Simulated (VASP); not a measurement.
# Ru (Im-3m) in VASP: further runs

The runs below take Ru through single point, relaxation of cell and atoms, with revPBE.

Everything below comes from runs of VASP 6.6.1. Logs are shortened: lines on timing, memory, paths and dates and some standing lists are left out, and cuts for length are marked.

## 1. The cell of the first run

The structure is cubic, space group Im-3m (No. 229). Conventional cell: a = 3.107 Å, b = 3.107 Å, c = 3.107 Å, α = 90.00°, β = 90.00°, γ = 90.00°. Within 3.5 Å of Ru (site symmetry m-3m) lie 14 Ru at 2.69 to 3.11 Å.

## 2. Single point, revPBE (volume scaled by 1.04)

Contents of INCAR:

```
SYSTEM = Ru
PREC = Accurate ; ENCUT = 520
EDIFF = 1E-6 ; ISMEAR = -1
SIGMA = 0.1 ; LREAL = .False.
LASPH = .True. ; NELM = 80
ALGO = Normal ; ISIF = 2
LWAVE = .False. ; LCHARG = .False.
GGA = RE ; NBANDS = 13
```

Contents of KPOINTS:

```
Automatic mesh
0
Gamma
  16 16 16
  0 0 0
```

Contents of POSCAR:

```
Ru
1.0
   -1.5532773921      1.5532773921      1.5532773921
    1.5532773921     -1.5532773921      1.5532773921
    1.5532773921      1.5532773921     -1.5532773921
Ru
1
Direct
    0.0000000000      0.0000000000      0.0000000000
```

Potentials or basis: VASP PAW PBE potentials, release 64 (Ru_pv).

Command:

```console
> cat potpaw_PBE.64/Ru_pv/POTCAR > POTCAR
> mpirun -np 1 vasp_std > vasp.out
```

OUTCAR:

```text
SYSTEM = Ru
   PREC = Accurate
   ENCUT = 520
   EDIFF = 1E-6
   ISMEAR = -1
   LREAL = .False.
   LASPH = .True.
   NELM = 80
   ISIF = 2
   GGA = RE

 ion  position               nearest neighbor table
   1  0.000  0.000  0.000-

  LATTYP: Found a body centered cubic cell.
 ALAT       =     3.1065547842

  Lattice vectors:

 A1 = (  -1.5532773921,   1.5532773921,   1.5532773921)
 A2 = (   1.5532773921,  -1.5532773921,   1.5532773921)
 A3 = (   1.5532773921,   1.5532773921,  -1.5532773921)

Analysis of symmetry for initial positions (statically):
=====================================================================
 Subroutine PRICEL returns:
 Original cell was already a primitive cell.

 Routine SETGRP: Setting up the symmetry group for a
 body centered cubic supercell.

 Subroutine GETGRP returns: Found 48 space group operations
 (whereof 48 operations were pure point group operations)
 out of a pool of 48 trial point group operations.

The static configuration has the point symmetry O_h .

Analysis of symmetry for dynamics (positions and initial velocities):
=====================================================================
 Subroutine PRICEL returns:
 Original cell was already a primitive cell.

 Routine SETGRP: Setting up the symmetry group for a
 body centered cubic supercell.

 Subroutine GETGRP returns: Found 48 space group operations
 (whereof 48 operations were pure point group operations)
 out of a pool of 48 trial point group operations.

The dynamic configuration has the point symmetry O_h .

 Subroutine INISYM returns: Found 48 space group operations
 (whereof 48 operations are pure point group operations),
 and found     1 'primitive' translations

----------------------------------------------------------------------------------------

                                     Primitive cell

  volume of cell :      14.9902

  direct lattice vectors                    reciprocal lattice vectors
    -1.553277392  1.553277392  1.553277392     0.000000000  0.321900005  0.321900005
     1.553277392 -1.553277392  1.553277392     0.321900005  0.000000000  0.321900005
     1.553277392  1.553277392 -1.553277392     0.321900005  0.321900005  0.000000000

  length of vectors
     2.690355361  2.690355361  2.690355361     0.455235353  0.455235353  0.455235353

  position of ions in fractional coordinates (direct lattice)
     0.000000000  0.000000000  0.000000000

  ion indices of the primitive-cell ions
   primitive index   ion index
                 1           1

----------------------------------------------------------------------------------------

 KPOINTS: Automatic mesh

Automatic generation of k-mesh.
 Grid dimensions read from file:
 generate k-points for:   16   16   16

 Generating k-lattice:

  Cartesian coordinates                     Fractional coordinates (reciprocal lattice)
     0.000000000  0.020118750  0.020118750     0.062500000  0.000000000  0.000000000
     0.020118750  0.000000000  0.020118750     0.000000000  0.062500000  0.000000000
     0.020118750  0.020118750  0.000000000     0.000000000  0.000000000  0.062500000

  Length of vectors
     0.028452210  0.028452210  0.028452210

  Shift w.r.t. Gamma in fractional coordinates (k-lattice)
     0.000000000  0.000000000  0.000000000

 Subroutine IBZKPT returns following result:
 ===========================================

 Found    145 irreducible k-points:

 Following reciprocal coordinates:
            Coordinates               Weight
  0.000000  0.000000  0.000000      1.000000
  0.062500  0.000000  0.000000     12.000000
  0.125000  0.000000  0.000000     12.000000
  0.187500  0.000000  0.000000     12.000000
  0.250000  0.000000  0.000000     12.000000
  0.312500  0.000000  0.000000     12.000000
[... 16 lines left out ...]
  0.187500  0.187500  0.000000     24.000000
  0.250000  0.187500 -0.000000     48.000000
 [... further k-points ...]
   k-points           NKPTS =    145   k-points in BZ     NKDIM =    145   number of bands    NBANDS=     13
   number of dos      NEDOS =    301   number of ions     NIONS =      1
   total plane-waves  NPLWV =   8000
   dimension x,y,z NGX =    20 NGY =   20 NGZ =   20
   dimension x,y,z NGXF=    40 NGYF=   40 NGZF=   40
   ions per type =               1
   NGX,Y,Z   is equivalent  to a cutoff of  12.36, 12.36, 12.36 a.u.
   NGXF,Y,Z  is equivalent  to a cutoff of  24.72, 24.72, 24.72 a.u.
 SYSTEM =  Ru
   PREC   = accura    normal or accurate (medium, high low for compatibility)
   ISTART =      0    job   : 0-new  1-cont  2-samecut
   ICHARG =      2    charge: 1-file 2-atom 10-const
   ISPIN  =      1    spin polarized calculation?
   LNONCOLLINEAR =      F non collinear calculations
   LSORBIT =      F    spin-orbit coupling
   LASPH  =      T    aspherical Exc in radial PAW
   ENCUT  =  520.0 eV  38.22 Ry    6.18 a.u.   5.00  5.00  5.00*2*pi/ulx,y,z
   NELM   =     80;   NELMIN=  2; NELMDL= -5     # of ELM steps
   EDIFF  = 0.1E-05   stopping-criterion for ELM
   LREAL  =      F    real-space projection
   EDIFFG = 0.1E-04   stopping-criterion for IOM
   NSW    =      0    number of steps for IOM
   IBRION =     -1    ionic relax: 0-MD 1-quasi-New 2-CG
   NFREE  =      0    steps in history (QN), initial steepest desc. (CG)
   ISIF   =      2    stress and relaxation
   ISYM   =      2    0-nonsym 1-usesym 2-fastsym
   POTIM  = 0.5000    time-step for ionic-motion
   TEBEG  =    0.0;   TEEND  =   0.0 temperature during run
   PSTRESS=    0.0 pullay stress
   NELECT =      14.0000    total number of electrons
   NUPDOWN=      -1.0000    fix difference up-down
   EMIN   =  10.00;   EMAX   =-10.00  energy-range for DOS
   EFERMI =   0.00;   METHOD = LEGACY
   ISMEAR =    -1;   SIGMA  =   0.10  broadening in eV -4-tet -1-fermi 0-gaus
   EFERMI_NEDOS =   21; number of points for ismear=-14 and -15
   IALGO  =     38    algorithm
   IMIX   =      4    mixing-type and parameters
     AMIX     =   0.40;   BMIX     =  1.00
     AMIX_MAG =   1.60;   BMIX_MAG =  1.00
  volume/ion in A,a.u.               =      14.99       101.16
  Fermi-wavevector in a.u.,A,eV,Ry     =   1.600228  3.023992 34.840836  2.560729
  Thomas-Fermi vector in A             =   2.697397
   LORBIT       =      0    0 simple, 1 ext, 2 COOP (PROOUT), +10 PAW based schemes
   GGA     = RE    functional components
   LHFCALC =     F    Hartree Fock is set to
   AEXX    =    0.0000 exact exchange contribution
   IVDW    =     0    specifies the selected vdW correction
   LEPSILON=     F    determine dielectric tensor
   LRPA    =     F    only Hartree local field effects (RPA)
 non-spin polarized calculation
  energy-cutoff  :      520.00
  volume of cell :       14.99
 maximum number of plane-waves:       420
   NGX =  9   NGY =  9   NGZ =  9

 number of electron      14.0000002 magnetization

 Free energy of the ion-electron system (eV)
  ---------------------------------------------------
  ext. energy  EPLUGINS =         0.00000000
  ---------------------------------------------------
  free energy    TOTEN  =        -8.12530113 eV

  energy without entropy =       -8.05154060  energy(sigma->0) =       -8.08842087

 E-fermi :  11.3213     XC(G=0): -13.4437

 val. band max:       11.3204277961   @ k =   0.2500   0.2500   0.0625
 cond. band min:      11.3223140766   @ k =   0.3125   0.1875   0.0625
 fundamental gap:      0.0018862805
 Fermi energy:        11.3213309029

 k-point     1 :       0.0000    0.0000    0.0000
  band No.  band energies     occupation
      1     -31.2142      2.00000
      2     -31.2142      2.00000
      3     -31.2142      2.00000
      4       3.7984      2.00000
      5       8.7903      2.00000
      6       8.7903      2.00000
      7       8.7903      2.00000
      8      11.2468      1.35632
      9      11.2468      1.35632
     10      22.0428      0.00000
     11      28.3858      0.00000
     12      28.3858      0.00000
     13      28.3858      0.00000

 k-point     2 :       0.0625    0.0000    0.0000
  band No.  band energies     occupation
      1     -31.2450      2.00000
      2     -31.2242      2.00000
      3     -31.2142      2.00000
      4       3.9584      2.00000
      5       8.7201      2.00000
      6       8.7864      2.00000
      7       8.9233      2.00000
      8      11.1563      1.67784
      9      11.2513      1.33648
     10      22.0428      0.00000
     11      28.4627      0.00000
     12      28.5146      0.00000
     13      28.6272      0.00000

 k-point     3 :       0.1250    0.0000    0.0000
  band No.  band energies     occupation
      1     -31.3321      2.00000
      2     -31.2528      2.00000
      3     -31.2144      2.00000
      4       4.4126      2.00000
      5       8.5257      2.00000
      6       8.7625      2.00000
      7       9.3143      2.00000
      8      10.9597      1.94764
      9      11.2682      1.25956
     10      22.0428      0.00000
     11      28.5682      0.00000
     12      28.6889      0.00000
     13      29.3269      0.00000

 k-point     4 :       0.1875    0.0000    0.0000
  band No.  band energies     occupation
      1     -31.4610      2.00000
      2     -31.2952      2.00000
      3     -31.2145      2.00000
      4       5.0645      2.00000
      5       8.2490      2.00000
      6       8.7303      2.00000
      7       9.9371      2.00000
      8      10.8187      1.98696
      9      11.3051      1.08122
     10      22.0427      0.00000
     11      28.3257      0.00000
     12      28.3393      0.00000
     13      30.4161      0.00000

 k-point     5 :       0.2500    0.0000    0.0000
  band No.  band energies     occupation
      1     -31.6106      2.00000
      2     -31.3449      2.00000
      3     -31.2148      2.00000
      4       5.6794      2.00000
      5       7.9417      2.00000
      6       8.8801      2.00000
      7      10.7431      1.99385
      8      10.8327      1.98501
      9      11.3671      0.77529
     10      22.0427      0.00000
     11      27.0159      0.00000
     12      27.5650      0.00000
     13      31.7882      0.00000

 k-point     6 :       0.3125    0.0000    0.0000
  band No.  band energies     occupation
      1     -31.7577      2.00000
      2     -31.3943      2.00000
      3     -31.2150      2.00000
      4       5.9435      2.00000
      5       7.6524      2.00000
      6       9.5391      2.00000
      7      10.9792      1.93674
      8      11.4506      0.43066
      9      11.6520      0.07071
     10      22.0427      0.00000
     11      25.0896      0.00000
     12      26.5513      0.00000
     13      32.5261      0.00000

 k-point     7 :       0.3750    0.0000    0.0000
  band No.  band energies     occupation
      1     -31.8806      2.00000
      2     -31.4358      2.00000
      3     -31.2152      2.00000
      4       5.8888      2.00000
      5       7.4194      2.00000
      6      10.5845      1.99874
      7      11.2425      1.37502
      8      11.5400      0.20185
      9      12.5355      0.00001
     10      22.0423      0.00000
     11      23.0635      0.00000
     12      25.6486      0.00000
     13      30.6499      0.00000
[... 193 lines left out ...]
 k-point    20 :       0.3125    0.1250   -0.0000
  band No.  band energies     occupation
      1     -31.8651      2.00000
      2     -31.4609      2.00000
      3     -31.2558      2.00000
      4       6.2766      2.00000
      5       7.5148      2.00000
      6       9.5276      2.00000
      7      10.9886      1.93070
      8      11.7852      0.01916
      9      13.7342      0.00000
     10      22.0423      0.00000
     11      23.0498      0.00000
     12      25.6737      0.00000
     13      29.0524      0.00000

 k-point    21 :       0.3750    0.1250    0.0000
  band No.  band energies     occupation
      1     -31.9296      2.00000
      2     -31.4966      2.00000
      3     -31.2568      2.00000
      4       6.1414      2.00000
      5       7.3853      2.00000
      6      10.1297      1.99999
      7      11.1241      1.75568
      8      12.0502      0.00137
      9      14.8024      0.00000
     10      21.3107      0.00000
     11      22.0438      0.00000
     12      25.0870      0.00000
     13      28.1573      0.00000

 k-point    22 :       0.4375    0.1250    0.0000
  band No.  band energies     occupation
      1     -31.9521      2.00000
      2     -31.5092      2.00000
      3     -31.2571      2.00000
      4       6.0842      2.00000
      5       7.3416      2.00000
      6      10.3530      1.99988
      7      11.1361      1.72872
      8      12.2226      0.00024
      9      15.3128      0.00000
     10      20.5448      0.00000
     11      22.0433      0.00000
     12      24.8759      0.00000
     13      27.8308      0.00000

 k-point    23 :       0.1875    0.1875    0.0000
  band No.  band energies     occupation
      1     -31.7433      2.00000
      2     -31.4020      2.00000
      3     -31.2696      2.00000
      4       6.5376      2.00000
      5       7.8904      2.00000
      6       8.2748      2.00000
      7      10.6597      1.99733
      8      11.6440      0.07634
      9      12.6353      0.00000
     10      22.0427      0.00000
     11      25.7918      0.00000
     12      26.4142      0.00000
     13      30.2941      0.00000

 k-point    24 :       0.2500    0.1875   -0.0000
  band No.  band energies     occupation
      1     -31.8220      2.00000
      2     -31.4672      2.00000
      3     -31.2797      2.00000
      4       6.6649      2.00000
      5       7.6805      2.00000
      6       8.6879      2.00000
      7      10.8142      1.98753
      8      11.7551      0.02579
      9      13.9561      0.00000
     10      22.0425      0.00000
     11      24.0018      0.00000
     12      25.3879      0.00000
     13      29.0823      0.00000

 [... further k-points ...]
[... 5 lines left out ...]
  --------------------------------------------------------------------------------------
  -------------------------------------------------------------------------------------
  Total       -0.8784723     -0.8784723     -0.8784723      0.0000000     -0.0000000      0.0000000
  in kB      -93.8926476    -93.8926476    -93.8926476      0.0000000     -0.0000000      0.0000000
  external PRESSURE =     -93.8926476 kB  Pullay stress =       0.0000000 kB

 VOLUME and BASIS-vectors are now :
 -----------------------------------------------------------------------------
  energy-cutoff  :      520.00
  volume of cell :       14.99
      direct lattice vectors                 reciprocal lattice vectors
    -1.553277392  1.553277392  1.553277392     0.000000000  0.321900005  0.321900005
     1.553277392 -1.553277392  1.553277392     0.321900005  0.000000000  0.321900005
     1.553277392  1.553277392 -1.553277392     0.321900005  0.321900005  0.000000000

 POSITION                                       TOTAL-FORCE (eV/Angst)
 -----------------------------------------------------------------------------------
      0.00000      0.00000      0.00000         0.000000      0.000000      0.000000
 -----------------------------------------------------------------------------------
    total drift:                                0.000000     -0.000000     -0.000000

  FREE ENERGIE OF THE ION-ELECTRON SYSTEM (eV)
  ---------------------------------------------------
  free  energy   TOTEN  =        -8.1253011298 eV

  energy  without entropy=       -8.0515406033  energy(sigma->0) =       -8.08842087
```

Run time: 10 s. Hardware: 1 thread of AMD EPYC 9R45 (Zen 5), shared host; peak memory 0.11 GiB.

Results:

| Property | Result |
| --- | --- |
| Free energy | -8.1253 eV |
| Pressure | -9.4 GPa |
| Band gap on the k mesh | zero (band 7 reaches 12.93 eV, above the bottom of band 8 at 9.84 eV) |

Caveat: the PAW data sets were made with another functional, which shifts forces and pressure a little.

## 3. Single point, revPBE (volume scaled by 1.08)

Contents of INCAR:

```
ALGO = Normal
EDIFF = 1E-6
ENCUT = 520
GGA = RE
ISIF = 2
ISMEAR = -1
LASPH = True
LCHARG = True
LELF = True
LREAL = False
LVHAR = True
LWAVE = False
NBANDS = 13
NELM = 60
PREC = Accurate
SIGMA = 0.1
```

Contents of KPOINTS:

```
k-points
0
Gamma
  16 16 16
```

Contents of POSCAR:

```
Ru
1.0
   -1.5729412187      1.5729412187      1.5729412187
    1.5729412187     -1.5729412187      1.5729412187
    1.5729412187      1.5729412187     -1.5729412187
Ru
1
Direct
    0.0000000000      0.0000000000      0.0000000000
```

Potentials or basis: VASP PAW PBE potentials, release 64 (Ru_pv).

Command:

```console
> cat potpaw_PBE.64/Ru_pv/POTCAR > POTCAR
> mpirun -np 1 vasp_std > vasp.out
```

Run time: 12 s. Hardware: 1 thread of AMD EPYC 9R45 (Zen 5), shared host; peak memory 0.11 GiB.

The run converged. Its results:

* Free energy: -8.0776 eV
* Pressure: -16.9 GPa
* Band gap on the k mesh: zero (band 7 reaches 12.21 eV, above the bottom of band 8 at 9.32 eV)

Levels at points of the mesh, in eV from the Fermi level:
```csv
k point,band 3,band 4,band 5,band 6,band 7,band 8,band 9,band 10,band 11,band 12
"(0.00, 0.00, 0.00)",-42.51,-7.29,-2.39,-2.39,-2.39,-0.06,-0.06,10.79,17.01,17.01
"(0.50, 0.00, 0.00)",-42.51,-5.33,-3.88,-0.11,0.29,1.15,2.01,8.96,10.79,13.44
"(0.50, 0.50, 0.50)",-43.00,-5.31,-5.31,1.51,1.51,1.51,8.75,8.75,8.75,10.79
```

Caveat: the PAW data sets were made with another functional, which shifts forces and pressure a little.

## 4. Single point, revPBE (volume scaled by 1.12)

Contents of INCAR:

```
PREC     = Accurate       # precision mode
ENCUT    = 520            # plane-wave cutoff, eV
EDIFF    = 1E-6           # SCF threshold, eV
ISMEAR   = -1             # smearing method
SIGMA    = 0.1            # smearing width, eV
LREAL    = False          # projectors in reciprocal space
LASPH    = True           # aspherical terms in the spheres
NELM     = 80             # most SCF steps
ALGO     = Normal         # electronic algorithm
ISIF     = 2              # what is computed and relaxed
LWAVE    = False          # write WAVECAR
LCHARG   = False          # write CHGCAR
GGA      = RE             # functional
NBANDS   = 13             # bands
```

Contents of KPOINTS:

```
Automatic mesh
0
Gamma
  16 16 16
```

Contents of POSCAR:

```
Ru
1.0
   -1.5921253194      1.5921253194      1.5921253194
    1.5921253194     -1.5921253194      1.5921253194
    1.5921253194      1.5921253194     -1.5921253194
Ru
1
Direct
    0.0000000000      0.0000000000      0.0000000000
```

Command:

```console
> cat potpaw_PBE.64/Ru_pv/POTCAR > POTCAR
> mpirun -np 1 vasp_std > vasp.out
```

Run time: 16 s. Hardware: 1 thread of AMD EPYC 9R45 (Zen 5), shared host; peak memory 0.13 GiB.

Results (log left out):

```
Free energy            : -8.0062 eV
Pressure               : -22.7 GPa
Band gap on the k mesh : zero (band 7 reaches 11.54 eV, above the bottom of band 8 at 8.83 eV)
```

Levels at points of the mesh, in eV from the Fermi level:
| k point | band 3 | band 4 | band 5 | band 6 | band 7 | band 8 | band 9 | band 10 | band 11 | band 12 |
| --- | --- | --- | --- | --- | --- | --- | --- | --- | --- | --- |
| (0.00, 0.00, 0.00) | -42.49 | -7.07 | -2.27 | -2.27 | -2.27 | -0.06 | -0.06 | 10.86 | 16.94 | 16.94 |
| (0.50, 0.00, 0.00) | -42.49 | -5.07 | -3.67 | -0.11 | 0.27 | 1.15 | 1.89 | 8.57 | 10.86 | 13.37 |
| (0.50, 0.50, 0.50) | -42.92 | -5.02 | -5.02 | 1.42 | 1.42 | 1.42 | 8.57 | 8.57 | 8.57 | 10.86 |

Caveat: the PAW data sets were made with another functional, which shifts forces and pressure a little.

[end of part 1 of 2]
